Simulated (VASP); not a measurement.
Cu:

```
CELL_PARAMETERS angstrom
-1.43460 1.43460 1.43460
1.43460 -1.43460 1.43460
1.43460 1.43460 -1.43460
ATOMIC_POSITIONS crystal
Cu 0.00000 0.00000 0.00000
```

```yaml
Program: VASP 6.6.1
Task: relaxation of cell and atoms
Functional: PBEsol
Potentials_or_basis: VASP PAW PBE potentials, release 64 (Cu)
Cutoff: 600 eV
k_mesh: 15 × 15 × 15
Occupations: fermi-dirac, width 0.1 eV
Spin: no spin polarisation
```

At the start: pressure -5.1 GPa; volume 11.81 Å³/atom.

Task: Where does the relaxation end?

Result: Over 3 steps the energy falls by 6.6 meV/atom and the volume is 11.41 Å³/atom (-3.4 %); space group Im-3m (No. 229, to 0.05 Å).

The path:
```
step  energy change (eV)  largest force (eV/Å)  pressure (GPa)  volume (Å³)
   1              0.0000                0.0000           -5.11        11.81
   2             -0.0042                0.0000            3.47        11.18
   3             -0.0066                0.0000            0.01        11.41
```

Final structure:
```
Cu
1.0
    -1.41813    1.41813    1.41813
     1.41813   -1.41813    1.41813
     1.41813    1.41813   -1.41813
Cu
1
Cartesian
  0.0000 0.0000 0.0000
```

Caveat: the PAW data sets were made with another functional, which shifts forces and pressure a little.
